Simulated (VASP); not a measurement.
Here is a VASP 6.6.1 calculation.

Contents of INCAR:

```
SYSTEM = S
PREC = Accurate
ENCUT = 520
EDIFF = 1E-6
ISMEAR = -1
SIGMA = 0.05
LREAL = .False.
LASPH = .True.
NELM = 80
ALGO = Normal
ISIF = 2
LWAVE = .False.
LCHARG = .False.
GGA = PS
NBANDS = 13
```

KPOINTS

```
Automatic mesh
0
Gamma
  13 13 13
  0 0 0
```

POSCAR

```
S
1.0
    0.0000000000      2.2843611503      2.2843611503
    2.2843611503      0.0000000000      2.2843611503
    2.2843611503      2.2843611503      0.0000000000
S
2
Direct
   -0.1250000000     -0.1250000000     -0.1250000000
    0.1250000000      0.1250000000      0.1250000000
```

Potentials or basis: VASP PAW PBE potentials, release 64 (S).

Command:

```sh
$ cat potpaw_PBE.64/S/POTCAR > POTCAR
$ mpirun -np 1 vasp_std > vasp.out
```

Estimate the pressure.

83.5 GPa.

What does it give for the band gap on the k mesh?

Zero (band 6 reaches 14.80 eV, above the bottom of band 7 at 10.42 eV).

Caveat: the PAW data sets were made with another functional, which shifts forces and pressure a little.
